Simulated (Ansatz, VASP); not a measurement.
## One calculation of BN, two programs

Contents of INCAR:

```
  PREC = Accurate
  ENCUT = 520
  EDIFF = 1E-6
  ISMEAR = 0
  SIGMA = 0.05
  LREAL = F
  LASPH = T
  NELM = 60
  ALGO = Normal
  ISIF = 2
  LWAVE = F
  LCHARG = F
  GGA = CA
  NBANDS = 16
```

File KPOINTS:

```
regular mesh
0
Gamma
  12 12 4
```

File POSCAR:

```
BN
1.0
    2.5039917043      0.0000000000      0.0000000000
   -1.2519958522      2.1685204268      0.0000000000
    0.0000000000      0.0000000000      6.6612000000
B N
2 2
Direct
    0.3483094213      0.6666666667      0.2500000000
    0.6666729444      0.3333333333      0.7500000000
    0.3333340471      0.6666666667      0.7500000000
    0.6551032077      0.3333333333      0.2500000000
```

Input for Ansatz:

```yaml
crystal:
  lattice:
    - [2.5039917043, 0.0, 0.0]
    - [-1.2519958522, 2.1685204268, 0.0]
    - [0.0, 0.0, 6.6612]
  atoms:
    - { symbol: B, position: [0.3483094213, 0.6666666667, 0.25] }
    - { symbol: B, position: [0.6666729444, 0.3333333333, 0.75] }
    - { symbol: "N", position: [0.3333340471, 0.6666666667, 0.75] }
    - { symbol: "N", position: [0.6551032077, 0.3333333333, 0.25] }
basis:
  ecutwfc: 420
kpoints:
  mp_grid: { grid: [12, 12, 4] }
hamiltonian:
  xc: lda
scf:
  occupations: { method: gaussian, width: 0.05 }
output:
  forces: true
  stress: true
  eigenvalues: true
```

Change from the starting cell: mode 9 (1350.8 1/cm) frozen in, largest displacement +0.037 Å.

Alike in both runs: task single point; functional LDA; k mesh 12 × 12 × 4; occupations gaussian, width 0.05 eV; no spin polarisation.

|  | VASP | Ansatz |
| --- | --- | --- |
| version | VASP 6.6.1 | Ansatz 0.2.0 |
| potentials or method | VASP PAW LDA potentials, release 64 (B, N), cutoff 520 eV | scalar-relativistic, plane waves, PAW |
| valence electrons in the cell | 16 | 16 |

Ansatz gave:

- gap on the k mesh at the Fermi level (eV): 3.95
- least direct gap on the mesh (eV): 4.33
- pressure (GPa): -3.7
- traceless stress, the component that is largest in VASP (GPa): -3.68
- rms of the force components (eV/Å): 1.121

Task: Which values does VASP return?

Result: gap on the k mesh at the Fermi level (eV): 3.93; least direct gap on the mesh (eV): 4.31; pressure (GPa): -3.3; traceless stress, the component that is largest in VASP (GPa): -3.69; rms of the force components (eV/Å): 1.118.

LDA's correlation is that of Perdew and Zunger in VASP and of Perdew and Wang (1992) in Ansatz. Atom by atom the forces differ by 0.003 eV/Å (rms over components).
